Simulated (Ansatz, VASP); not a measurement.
# SnO2: VASP beside Ansatz

```
CELL_PARAMETERS angstrom
4.71853 0.00000 0.00000
0.00000 5.71769 0.00000
0.00000 0.00000 5.22110
ATOMIC_POSITIONS crystal
Sn 0.50000 0.66654 0.75000
Sn 0.00000 0.83346 0.25000
Sn 0.50000 0.33346 0.25000
Sn 0.00000 0.16654 0.75000
O 0.73024 0.60591 0.07808
O 0.23024 0.89409 0.92192
O 0.76976 0.89409 0.57808
O 0.26976 0.60591 0.42192
O 0.73024 0.39409 0.57808
O 0.23024 0.10591 0.42192
O 0.76976 0.10591 0.07808
O 0.26976 0.39409 0.92192
```

Alike in both runs: task single point; functional LDA; k mesh 6 × 6 × 6; occupations gaussian, width 0.02 eV; no spin polarisation.

|  | VASP | Ansatz |
| --- | --- | --- |
| version | VASP 6.6.1 | Ansatz 0.2.0 |
| potentials or method | VASP PAW LDA potentials, release 64 (Sn_d, O), cutoff 520 eV | scalar-relativistic, plane waves, PAW |
| valence electrons in the cell | 104 | 104 |

Ansatz gave:

```
gap on the k mesh at the Fermi level (eV)                     : 1.39
least direct gap on the mesh (eV)                             : 1.40
pressure (GPa)                                                : -2.0
traceless stress, the component that is largest in VASP (GPa) : 0.01
rms of the force components (eV/Å)                            : 0.001
```

Q: Which values does VASP return?

A: gap on the k mesh at the Fermi level (eV): 1.42; least direct gap on the mesh (eV): 1.43; pressure (GPa): -1.0; traceless stress, the component that is largest in VASP (GPa): 0.14; rms of the force components (eV/Å): 0.011.

LDA's correlation is that of Perdew and Zunger in VASP and of Perdew and Wang (1992) in Ansatz. Atom by atom the forces differ by 0.010 eV/Å (rms over components).
